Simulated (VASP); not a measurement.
A run of VASP 6.6.1:

Contents of INCAR:

```
ALGO     = Normal         # electronic algorithm
EDIFF    = 1E-7           # SCF threshold, eV
EDIFFG   = -0.01          # ionic threshold
ENCUT    = 600            # plane-wave cutoff, eV
GGA      = PE             # functional
IBRION   = 2              # ionic algorithm
ISIF     = 3              # what is computed and relaxed
ISMEAR   = -1             # smearing method
LASPH    = T              # aspherical terms in the spheres
LCHARG   = F              # write CHGCAR
LREAL    = F              # projectors in reciprocal space
LWAVE    = F              # write WAVECAR
NELM     = 60             # most SCF steps
NSW      = 60             # ionic steps
PREC     = Accurate       # precision mode
SIGMA    = 0.05           # smearing width, eV
```

KPOINTS

```
k-points
0
Gamma
  5 6 5
```

POSCAR

```
HfO2
1.0
    5.2194633600      0.0000000000      0.0000000000
    0.0000000000      5.0047636900      0.0000000000
    0.0000000000      0.0000000000      5.0326850500
Hf O
4 8
Direct
    0.9669940000      0.7325208200      0.7414403500
    0.5330060000      0.7325208200      0.2414403500
    0.4669940000      0.2674791800      0.7414403500
    0.0330060000      0.2674791800      0.2414403500
    0.6321274500      0.9286454000      0.8792672600
    0.8678725500      0.9286454000      0.3792672600
    0.2339485200      0.5398830500      0.4922923900
    0.2660514800      0.5398830500      0.9922923900
    0.7660514800      0.4601169500      0.9922923900
    0.7339485200      0.4601169500      0.4922923900
    0.1321274500      0.0713546000      0.8792672600
    0.3678725500      0.0713546000      0.3792672600
```

Potentials or basis: VASP PAW PBE potentials, release 64 (Hf_pv, O).

Command:

```bash
$ cat potpaw_PBE.64/Hf_pv/POTCAR potpaw_PBE.64/O/POTCAR > POTCAR
$ mpirun -np 1 vasp_std > vasp.out
```

Hardware: 1 thread of Intel(R) Xeon(R) 6975P-C (Granite Rapids) (shared host).

Problem. Estimate the wall time of this run.

Solution. It took 30 min on 1 thread of Intel(R) Xeon(R) 6975P-C (Granite Rapids) (shared host), peak memory 0.4 GiB. Counts: scf iterations 156, k points 36, ion steps 19.
